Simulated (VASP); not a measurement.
# W (Pm-3m) in VASP: a series of runs

Runs on W. Level: PBE. Tasks: single point.

Everything below comes from runs of VASP 6.6.1. Logs are shortened: lines on timing, memory, paths and dates and some standing lists are left out, and cuts for length are marked.

**1. The cell of the first run**

The structure is cubic, space group Pm-3m (No. 221). Conventional cell: a = 2.121 Å, b = 2.121 Å, c = 2.121 Å, α = 90.00°, β = 90.00°, γ = 90.00°. Within 2.8 Å of W (site symmetry m-3m) lie 6 W at 2.12 Å.

**2. Single point, PBE (volume scaled by 0.52)**

INCAR reads:

```
SYSTEM = W
PREC = Accurate ; ENCUT = 520
EDIFF = 1E-7 ; ISMEAR = -1
SIGMA = 0.1 ; LREAL = .FALSE.
LASPH = .TRUE. ; NELM = 80
ALGO = Normal ; ISIF = 2
LWAVE = .FALSE. ; LCHARG = .FALSE.
GGA = PE ; NBANDS = 13
```

KPOINTS reads:

```
Automatic mesh
0
G
  16 16 16
  0 0 0
```

POSCAR reads:

```
W
1.0
    2.1210431897      0.0000000000      0.0000000000
    0.0000000000      2.1210431897      0.0000000000
    0.0000000000      0.0000000000      2.1210431897
W
1
Direct
    0.0000000000      0.0000000000      0.0000000000
```

Potentials or basis: VASP PAW PBE potentials, release 64 (W_sv).

Command:

```console
$ cat potpaw_PBE.64/W_sv/POTCAR > POTCAR
$ mpirun -np 1 vasp_std > vasp.out
```

OUTCAR:

```text
SYSTEM = W
   PREC = Accurate
   ENCUT = 520
   EDIFF = 1E-7
   ISMEAR = -1
   LREAL = .FALSE.
   LASPH = .TRUE.
   NELM = 80
   ISIF = 2
   GGA = PE

 ion  position               nearest neighbor table
   1  0.000  0.000  0.000-

  LATTYP: Found a simple cubic cell.
 ALAT       =     2.1210431897

  Lattice vectors:

 A1 = (   2.1210431897,   0.0000000000,   0.0000000000)
 A2 = (   0.0000000000,   2.1210431897,   0.0000000000)
 A3 = (   0.0000000000,   0.0000000000,   2.1210431897)

Analysis of symmetry for initial positions (statically):
=====================================================================
 Subroutine PRICEL returns:
 Original cell was already a primitive cell.

 Routine SETGRP: Setting up the symmetry group for a
 simple cubic supercell.

 Subroutine GETGRP returns: Found 48 space group operations
 (whereof 48 operations were pure point group operations)
 out of a pool of 48 trial point group operations.

The static configuration has the point symmetry O_h .

Analysis of symmetry for dynamics (positions and initial velocities):
=====================================================================
 Subroutine PRICEL returns:
 Original cell was already a primitive cell.

 Routine SETGRP: Setting up the symmetry group for a
 simple cubic supercell.

 Subroutine GETGRP returns: Found 48 space group operations
 (whereof 48 operations were pure point group operations)
 out of a pool of 48 trial point group operations.

The dynamic configuration has the point symmetry O_h .

 Subroutine INISYM returns: Found 48 space group operations
 (whereof 48 operations are pure point group operations),
 and found     1 'primitive' translations

----------------------------------------------------------------------------------------

                                     Primitive cell

  volume of cell :       9.5422

  direct lattice vectors                    reciprocal lattice vectors
     2.121043190  0.000000000  0.000000000     0.471466119  0.000000000  0.000000000
     0.000000000  2.121043190  0.000000000     0.000000000  0.471466119  0.000000000
     0.000000000  0.000000000  2.121043190     0.000000000  0.000000000  0.471466119

  length of vectors
     2.121043190  2.121043190  2.121043190     0.471466119  0.471466119  0.471466119

  position of ions in fractional coordinates (direct lattice)
     0.000000000  0.000000000  0.000000000

  ion indices of the primitive-cell ions
   primitive index   ion index
                 1           1

----------------------------------------------------------------------------------------

 KPOINTS: Automatic mesh

Automatic generation of k-mesh.
 Grid dimensions read from file:
 generate k-points for:   16   16   16

 Generating k-lattice:

  Cartesian coordinates                     Fractional coordinates (reciprocal lattice)
     0.029466632  0.000000000  0.000000000     0.062500000  0.000000000  0.000000000
     0.000000000  0.029466632  0.000000000     0.000000000  0.062500000  0.000000000
     0.000000000  0.000000000  0.029466632     0.000000000  0.000000000  0.062500000

  Length of vectors
     0.029466632  0.029466632  0.029466632

  Shift w.r.t. Gamma in fractional coordinates (k-lattice)
     0.000000000  0.000000000  0.000000000

 Subroutine IBZKPT returns following result:
 ===========================================

 Found    165 irreducible k-points:

 Following reciprocal coordinates:
            Coordinates               Weight
  0.000000  0.000000  0.000000      1.000000
  0.062500  0.000000  0.000000      6.000000
  0.125000  0.000000  0.000000      6.000000
  0.187500  0.000000  0.000000      6.000000
  0.250000  0.000000  0.000000      6.000000
  0.312500  0.000000  0.000000      6.000000
[... 16 lines left out ...]
  0.437500  0.125000  0.000000     24.000000
  0.500000  0.125000  0.000000     12.000000
 [... further k-points ...]
   k-points           NKPTS =    165   k-points in BZ     NKDIM =    165   number of bands    NBANDS=     13
   number of dos      NEDOS =    301   number of ions     NIONS =      1
   total plane-waves  NPLWV =   4096
   dimension x,y,z NGX =    16 NGY =   16 NGZ =   16
   dimension x,y,z NGXF=    32 NGYF=   32 NGZF=   32
   ions per type =               1
   NGX,Y,Z   is equivalent  to a cutoff of  12.54, 12.54, 12.54 a.u.
   NGXF,Y,Z  is equivalent  to a cutoff of  25.08, 25.08, 25.08 a.u.
 SYSTEM =  W
   PREC   = accura    normal or accurate (medium, high low for compatibility)
   ISTART =      0    job   : 0-new  1-cont  2-samecut
   ICHARG =      2    charge: 1-file 2-atom 10-const
   ISPIN  =      1    spin polarized calculation?
   LNONCOLLINEAR =      F non collinear calculations
   LSORBIT =      F    spin-orbit coupling
   LASPH  =      T    aspherical Exc in radial PAW
   ENCUT  =  520.0 eV  38.22 Ry    6.18 a.u.   3.94  3.94  3.94*2*pi/ulx,y,z
   NELM   =     80;   NELMIN=  2; NELMDL= -5     # of ELM steps
   EDIFF  = 0.1E-06   stopping-criterion for ELM
   LREAL  =      F    real-space projection
   EDIFFG = 0.1E-05   stopping-criterion for IOM
   NSW    =      0    number of steps for IOM
   IBRION =     -1    ionic relax: 0-MD 1-quasi-New 2-CG
   NFREE  =      0    steps in history (QN), initial steepest desc. (CG)
   ISIF   =      2    stress and relaxation
   ISYM   =      2    0-nonsym 1-usesym 2-fastsym
   POTIM  = 0.5000    time-step for ionic-motion
   TEBEG  =    0.0;   TEEND  =   0.0 temperature during run
   PSTRESS=    0.0 pullay stress
   NELECT =      14.0000    total number of electrons
   NUPDOWN=      -1.0000    fix difference up-down
   EMIN   =  10.00;   EMAX   =-10.00  energy-range for DOS
   EFERMI =   0.00;   METHOD = LEGACY
   ISMEAR =    -1;   SIGMA  =   0.10  broadening in eV -4-tet -1-fermi 0-gaus
   EFERMI_NEDOS =   21; number of points for ismear=-14 and -15
   IALGO  =     38    algorithm
   IMIX   =      4    mixing-type and parameters
     AMIX     =   0.40;   BMIX     =  1.00
     AMIX_MAG =   1.60;   BMIX_MAG =  1.00
  volume/ion in A,a.u.               =       9.54        64.39
  Fermi-wavevector in a.u.,A,eV,Ry     =   1.860236  3.515336 47.082651  3.460477
  Thomas-Fermi vector in A             =   2.908291
   LORBIT       =      0    0 simple, 1 ext, 2 COOP (PROOUT), +10 PAW based schemes
   GGA     = PE    functional components
   LHFCALC =     F    Hartree Fock is set to
   AEXX    =    0.0000 exact exchange contribution
   IVDW    =     0    specifies the selected vdW correction
   LEPSILON=     F    determine dielectric tensor
   LRPA    =     F    only Hartree local field effects (RPA)
 non-spin polarized calculation
  energy-cutoff  :      520.00
  volume of cell :        9.54
 maximum number of plane-waves:       280
 NGX is ok and might be reduce to    16
   NGX =  7   NGY =  7   NGZ =  7

 number of electron      13.9999996 magnetization

 Free energy of the ion-electron system (eV)
  ---------------------------------------------------
  ext. energy  EPLUGINS =         0.00000000
  ---------------------------------------------------
  free energy    TOTEN  =        -2.78253937 eV

  energy without entropy =       -2.76222783  energy(sigma->0) =       -2.77238360

 E-fermi :  20.5517     XC(G=0): -16.6190

 val. band max:       20.5441908356   @ k =   0.4375   0.3750   0.1250
 cond. band min:      20.5568203627   @ k =   0.4375   0.2500   0.1875
 fundamental gap:      0.0126295272
 Fermi energy:        20.5517174632

 k-point     1 :       0.0000    0.0000    0.0000
  band No.  band energies     occupation
      1     -55.2569      2.00000
      2     -15.9705      2.00000
      3     -15.9705      2.00000
      4     -15.9705      2.00000
      5       9.0350      2.00000
      6      10.7775      2.00000
      7      10.7775      2.00000
      8      30.8877      0.00000
      9      30.8877      0.00000
     10      30.8877      0.00000
     11      42.3590      0.00000
     12      42.3590      0.00000
     13      42.3590      0.00000

 k-point     2 :       0.0625    0.0000    0.0000
  band No.  band energies     occupation
      1     -55.2197      2.00000
      2     -16.3375      2.00000
      3     -15.9417      2.00000
      4     -15.9417      2.00000
      5       9.2991      2.00000
      6      10.8488      2.00000
      7      11.2489      2.00000
      8      30.1919      0.00000
      9      30.1919      0.00000
     10      30.9310      0.00000
     11      41.2620      0.00000
     12      43.0309      0.00000
     13      43.0309      0.00000

 k-point     3 :       0.1250    0.0000    0.0000
  band No.  band energies     occupation
      1     -55.1129      2.00000
      2     -17.3147      2.00000
      3     -15.8590      2.00000
      4     -15.8590      2.00000
      5       9.8354      2.00000
      6      11.0566      2.00000
      7      12.7670      2.00000
      8      28.5576      0.00000
      9      28.5576      0.00000
     10      31.0557      0.00000
     11      38.9960      0.00000
     12      44.5381      0.00000
     13      44.5381      0.00000

 k-point     4 :       0.1875    0.0000    0.0000
  band No.  band energies     occupation
      1     -54.9507      2.00000
      2     -18.6299      2.00000
      3     -15.7332      2.00000
      4     -15.7332      2.00000
      5      10.4678      2.00000
      6      11.3812      2.00000
      7      15.1281      2.00000
      8      26.6414      0.00000
      9      26.6414      0.00000
     10      31.2466      0.00000
     11      36.6935      0.00000
     12      42.9017      0.00000
     13      46.1609      0.00000

 k-point     5 :       0.2500    0.0000    0.0000
  band No.  band energies     occupation
      1     -54.7553      2.00000
      2     -20.0150      2.00000
      3     -15.5813      2.00000
      4     -15.5813      2.00000
      5      11.2170      2.00000
      6      11.7880      2.00000
      7      17.7748      2.00000
      8      24.8135      0.00000
      9      24.8135      0.00000
     10      31.4791      0.00000
     11      34.9815      0.00000
     12      40.2501      0.00000
     13      47.6125      0.00000
[... 257 lines left out ...]
 k-point    22 :       0.3750    0.1250    0.0000
  band No.  band energies     occupation
      1     -54.2412      2.00000
      2     -22.0901      2.00000
      3     -16.5362      2.00000
      4     -15.1853      2.00000
      5      13.0678      2.00000
      6      14.7208      2.00000
      7      17.6093      2.00000
      8      22.3402      0.00000
      9      24.5650      0.00000
     10      29.9386      0.00000
     11      36.2086      0.00000
     12      39.0735      0.00000
     13      45.6046      0.00000

 k-point    23 :       0.4375    0.1250    0.0000
  band No.  band energies     occupation
      1     -54.1239      2.00000
      2     -22.7110      2.00000
      3     -16.4302      2.00000
      4     -15.0941      2.00000
      5      13.5150      2.00000
      6      15.3282      2.00000
      7      16.7538      2.00000
      8      21.6185      0.00005
      9      24.9258      0.00000
     10      30.1162      0.00000
     11      37.6196      0.00000
     12      38.9739      0.00000
     13      46.6656      0.00000

 k-point    24 :       0.5000    0.1250    0.0000
  band No.  band energies     occupation
      1     -54.0823      2.00000
      2     -22.9236      2.00000
      3     -16.3926      2.00000
      4     -15.0617      2.00000
      5      13.6765      2.00000
      6      15.9819      2.00000
      7      16.0113      2.00000
      8      21.3735      0.00054
      9      24.9390      0.00000
     10      30.1800      0.00000
     11      37.5145      0.00000
     12      40.2892      0.00000
     13      48.1456      0.00000

 [... further k-points ...]

------------------------ aborting loop because EDIFF is reached ----------------------------------------

  FORCE on cell =-STRESS in cart. coord.  units (eV):
  Direction    XX          YY          ZZ          XY          YZ          ZX
  --------------------------------------------------------------------------------------
  -------------------------------------------------------------------------------------
  Total       33.1660091     33.1660091     33.1660091      0.0000000     -0.0000000      0.0000000
  in kB     5568.7184723   5568.7184723   5568.7184723      0.0000000     -0.0000000      0.0000000
  external PRESSURE =    5568.7184723 kB  Pullay stress =       0.0000000 kB

 VOLUME and BASIS-vectors are now :
 -----------------------------------------------------------------------------
  energy-cutoff  :      520.00
  volume of cell :        9.54
      direct lattice vectors                 reciprocal lattice vectors
     2.121043190  0.000000000  0.000000000     0.471466119  0.000000000  0.000000000
     0.000000000  2.121043190  0.000000000     0.000000000  0.471466119  0.000000000
     0.000000000  0.000000000  2.121043190     0.000000000  0.000000000  0.471466119

 POSITION                                       TOTAL-FORCE (eV/Angst)
 -----------------------------------------------------------------------------------
      0.00000      0.00000      0.00000         0.000000      0.000000      0.000000
 -----------------------------------------------------------------------------------
    total drift:                                0.000000     -0.000000      0.000000

  FREE ENERGIE OF THE ION-ELECTRON SYSTEM (eV)
  ---------------------------------------------------
  free  energy   TOTEN  =        -2.7825393748 eV

  energy  without entropy=       -2.7622278252  energy(sigma->0) =       -2.77238360
```

Wall time 15 s (1 thread of Intel Xeon 8259CL, shared host); peak memory 0.13 GiB.

What came out:

- Free energy: -2.7825 eV
- Pressure: 556.9 GPa
- Band gap on the k mesh: zero (band 7 reaches 23.81 eV, above the bottom of band 8 at 18.39 eV)

Caveat: spin-orbit coupling is left out, which moves the levels of the heavy elements.

[end of part 1 of 2]
